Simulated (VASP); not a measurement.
Input of a VASP 6.6.1 run:

Contents of INCAR:

```
SYSTEM = P
  PREC = Accurate
  ENCUT = 520
  EDIFF = 1E-6
  ISMEAR = -1
  SIGMA = 0.05
  LREAL = .False.
  LASPH = .True.
  NELM = 60
  ALGO = Normal
  ISIF = 2
  LWAVE = .False.
  LCHARG = .True.
  GGA = PE
  LELF = .True.
  LVHAR = .True.
  NBANDS = 8
```

Contents of KPOINTS:

```
regular mesh
0
Gamma
  17 17 17
  0 0 0
```

Contents of POSCAR:

```
P
1.0
    0.0000000000      1.9186689798      1.9186689798
    1.9186689798      0.0000000000      1.9186689798
    1.9186689798      1.9186689798      0.0000000000
P
1
Direct
    0.0000000000      0.0000000000      0.0000000000
```

Potentials or basis: VASP PAW PBE potentials, release 64 (P).

Launch:

```console
$ cat potpaw_PBE.64/P/POTCAR > POTCAR
$ mpirun -np 1 vasp_std > vasp.out
```

What does it give for the band gap on the k mesh?

Zero (an odd number of electrons rules out a gap without spin polarisation).

Predict the pressure.

2.0 GPa.
